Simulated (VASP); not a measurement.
A run of VASP 6.6.1:

The input INCAR:

```
ALGO = Normal
EDIFF = 1E-6
ENCUT = 520
GGA = PE
ISIF = 2
ISMEAR = 1
LASPH = True
LCHARG = False
LREAL = False
LWAVE = False
NBANDS = 21
NELM = 100
PREC = Accurate
SIGMA = 1.0
```

Contents of KPOINTS:

```
k-points
0
Gamma
  13 13 7
```

Contents of POSCAR:

```
Ru
1.0
    2.7235595794      0.0000000000      0.0000000000
   -1.3617797897      2.3586717845      0.0000000000
    0.0000000000      0.0000000000      4.2890849607
Ru
2
Direct
    0.3333333333      0.6666666667      0.2500000000
    0.6666666667      0.3333333333      0.7500000000
```

Potentials or basis: VASP PAW PBE potentials, release 64 (Ru_pv).

Run with:

```bash
$ cat potpaw_PBE.64/Ru_pv/POTCAR > POTCAR
$ mpirun -np 1 vasp_std > vasp.out
```

Hardware: 1 thread of AMD EPYC 7R13 (shared host).

How long does it take, and how much memory?

It took 60 s on 1 thread of AMD EPYC 7R13, with other jobs on the host, peak memory 0.13 GiB. Counts: scf iterations 12, k points 84.
